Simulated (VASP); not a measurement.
A run of VASP 6.6.1:

INCAR

```
PREC = Accurate ; ENCUT = 600
EDIFF = 1E-6 ; ISMEAR = -1
SIGMA = 0.08 ; LREAL = False
LASPH = True ; NELM = 80
ALGO = Normal ; ISIF = 3
LWAVE = False ; LCHARG = False
GGA = PS ; IBRION = 2
NSW = 60 ; EDIFFG = -0.005
```

KPOINTS

```
regular mesh
0
Gamma
  17 17 17
```

POSCAR

```
BN
1.0
    0.0000000000      2.1544346900      2.1544346900
    2.1544346900      0.0000000000      2.1544346900
    2.1544346900      2.1544346900      0.0000000000
B N
1 1
Direct
    0.0000000000      0.0000000000      0.0000000000
    0.2500000000      0.2500000000      0.2500000000
```

Potentials or basis: VASP PAW PBE potentials, release 64 (B, N).

Run with:

```sh
$ cat potpaw_PBE.64/B/POTCAR potpaw_PBE.64/N/POTCAR > POTCAR
$ mpirun -np 1 vasp_std > vasp.out
```

Hardware: 1 thread of Intel(R) Xeon(R) 6975P-C (Granite Rapids), with other jobs on the host.

Question: How long does it take, and how much memory?

Answer: It took 25 s on 1 thread of Intel(R) Xeon(R) 6975P-C (Granite Rapids), with other jobs on the host, peak memory 0.15 GiB. Counts: scf iterations 41, k points 165, ion steps 6.
